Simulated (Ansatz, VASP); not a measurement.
B3N2 in VASP and in Ansatz

```
B N
1.0
     5.14201    0.00000    0.00000
     0.00000    5.14201    0.00000
     0.00000    0.00000    2.71498
B N
6 4
Direct
  0.00000 0.00000 0.00000
  0.50000 0.50000 0.00000
  0.17680 0.67680 0.50000
  0.32320 0.17680 0.50000
  0.82320 0.32320 0.50000
  0.67680 0.82320 0.50000
  0.38270 0.88270 0.00000
  0.11730 0.38270 0.00000
  0.61730 0.11730 0.00000
  0.88270 0.61730 0.00000
```

Alike in both runs: task relaxation of cell and atoms; functional PBE; k mesh 4 × 4 × 6; occupations gaussian, width 0.1 eV; no spin polarisation.

|  | VASP | Ansatz |
| --- | --- | --- |
| version | VASP 6.6.1 | Ansatz 0.2.0 |
| potentials or method | VASP PAW PBE potentials, release 64 (B, N), cutoff 600 eV | scalar-relativistic, plane waves, PAW |
| valence electrons in the cell | 38 | 38 |

|  | VASP | Ansatz | Ansatz less VASP |
| --- | --- | --- | --- |
| gap on the k mesh at the Fermi level, each at its own relaxed structure (eV) | none | none | - |
| relaxed volume (Å³/atom) | 11.27 | 13.39 | +2.119 |
| relaxed cell length with the largest relative difference (Å) | 6.521 | 7.111 | +0.5893 |

A gap of «none» marks a metal or a gap that the smearing closes. One of these differences is far larger than is usual between the two programs; its cause wasn't traced.

The k mesh is coarse, so the values compare programs but aren't converged. Noted on VASP's run: the volume moved by over 15 % at a fixed basis, so the end points are rough.
